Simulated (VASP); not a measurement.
Input of a VASP 6.6.1 run:

The input INCAR:

```
ALGO     = Normal         # electronic algorithm
EDIFF    = 1E-7           # SCF threshold, eV
ENCUT    = 520            # plane-wave cutoff, eV
GGA      = PE             # functional
ISIF     = 2              # what is computed and relaxed
ISMEAR   = -1             # smearing method
LASPH    = True           # aspherical terms in the spheres
LCHARG   = False          # write CHGCAR
LREAL    = False          # projectors in reciprocal space
LWAVE    = False          # write WAVECAR
NBANDS   = 14             # bands
NELM     = 60             # most SCF steps
PREC     = Accurate       # precision mode
SIGMA    = 0.1            # smearing width, eV
```

File KPOINTS:

```
k-points
0
Gamma
  8 8 8
```

File POSCAR:

```
AlNi
1.0
    2.8900000000      0.0000000000      0.0000000000
    0.0000000000      2.8900000000      0.0000000000
    0.0000000000      0.0000000000      2.8900000000
Ni Al
1 1
Direct
    0.0069204152      0.0000000000      0.0000000000
    0.5000000000      0.5000000000      0.5000000000
```

Potentials or basis: VASP PAW PBE potentials, release 64 (Ni, Al).

The run is started by

```bash
$ cat potpaw_PBE.64/Ni/POTCAR potpaw_PBE.64/Al/POTCAR > POTCAR
$ mpirun -np 1 vasp_std > vasp.out
```

(1) Estimate the pressure.

(2) Predict the largest force.

Answers

(1) 0.7 GPa.

(2) 0.116 eV/Å.
